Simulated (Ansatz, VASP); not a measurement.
## Two plane-wave programs on MnH4

```
CELL_PARAMETERS angstrom
2.41720 0.00000 0.00000
-1.20860 2.09336 0.00000
0.00000 0.00000 7.77248
ATOMIC_POSITIONS crystal
Mn 0.00000 0.00000 0.00000
H 0.33333 0.66667 0.86586
H 0.33333 0.66667 0.37680
H 0.66667 0.33333 0.13414
H 0.66667 0.33333 0.62320
```

Change from the starting cell: species swapped into the Co4H type (P-3m1, No. 164).

Alike in both runs: task single point; functional PBE; k mesh 12 × 12 × 2; occupations gaussian, width 0.1 eV; collinear spin.

|  | VASP | Ansatz |
| --- | --- | --- |
| version | VASP 6.6.1 | Ansatz 0.2.0 |
| potentials or method | VASP PAW PBE potentials, release 64 (Mn_sv, H), cutoff 680 eV | scalar-relativistic, plane waves, PAW |
| valence electrons in the cell | 19 | 19 |

|  | VASP | Ansatz | Ansatz less VASP |
| --- | --- | --- | --- |
| gap on the k mesh at the Fermi level (eV) | none | none | - |
| pressure (GPa) | -0.5 | -0.2 | +0.35 |
| traceless stress, the component that is largest in VASP (GPa) | -3.35 | -3.51 | -0.164 |
| rms of the force components (eV/Å) | 0.152 | 0.152 | -0.0001 |
| net moment per atom (μB) | 0.30 | 0.30 | 0.000 |
| size of the moment on the site where the two differ most (μB) | 1.70 | 1.44 | -0.259 |

Site moments also hang on the region over which each program counts them. Atom by atom the forces differ by 0.004 eV/Å (rms over components). A gap of «none» marks a metal or a gap that the smearing closes. The functional is the same, so the differences come from potentials, cutoffs and numerics.

The k mesh is coarse, so the values compare programs but aren't converged.
